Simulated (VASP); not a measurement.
# FeNi3: single point with PBE

Crystal: FeNi3.

```
Fe Ni
1.0
     3.54437    0.00000    0.00000
     0.00000    3.54437    0.00000
     0.00000    0.00000    3.54437
Fe Ni
1 3
Cartesian
  0.0000 0.0000 0.0000
  0.0000 1.7722 1.7722
  1.7722 0.0000 1.7722
  1.7722 1.7722 0.0000
```

- Program: VASP 6.6.1
- Task: single point
- Functional: PBE
- Potentials or basis: VASP PAW PBE potentials, release 64 (Fe, Ni)
- Cutoff: 520 eV
- k mesh: 6 × 6 × 6
- Occupations: gaussian, width 0.05 eV
- Spin: collinear spin, ferromagnetic start
- Starting moments: [3.2, 0.77, 0.77, 0.77] μB

| Item | Value |
| --- | --- |
| Pressure | 0.0 GPa |
| Net moment | 4.86 μB per cell |
| Site moments | Fe +2.91; Ni +0.66 μB |
| Valence electrons inside the program's atomic spheres | Fe 7.09; Ni 9.34 |

Levels at points of the mesh, in eV from the Fermi level:
Spin up:
| k point | band 17 | band 18 | band 19 | band 20 | band 21 | band 22 | band 23 | band 24 | band 25 | band 26 |
| --- | --- | --- | --- | --- | --- | --- | --- | --- | --- | --- |
| (0.00, 0.00, 0.00) | -0.72 | -0.72 | -0.65 | -0.65 | -0.65 | 2.27 | 2.27 | 2.27 | 8.85 | 8.85 |
| (0.50, 0.00, 0.00) | -1.60 | -1.55 | -1.42 | -1.06 | -0.72 | -0.65 | 7.49 | 7.49 | 7.53 | 7.53 |
| (0.50, 0.50, 0.00) | -1.72 | -1.72 | -1.53 | -1.48 | 0.73 | 0.73 | 0.78 | 0.80 | 11.15 | 11.24 |
| (0.50, 0.50, 0.50) | -0.84 | -0.81 | -0.81 | -0.81 | -0.48 | -0.48 | -0.48 | -0.36 | 5.43 | 5.43 |
Spin down:
| k point | band 15 | band 16 | band 17 | band 18 | band 19 | band 20 |
| --- | --- | --- | --- | --- | --- | --- |
| (0.00, 0.00, 0.00) | 0.30 | 0.30 | 1.02 | 1.02 | 1.27 | 1.27 |
| (0.50, 0.00, 0.00) | -0.84 | -0.39 | -0.10 | -0.10 | 0.30 | 0.54 |
| (0.50, 0.50, 0.00) | -1.18 | -0.79 | -0.64 | 0.19 | 0.19 | 0.43 |
| (0.50, 0.50, 0.50) | -0.44 | -0.44 | 0.08 | 0.08 | 0.08 | 0.81 |

It took 33 s on 1 thread of Intel(R) Xeon(R) 6975P-C (Granite Rapids) (shared host), peak memory 0.19 GiB.
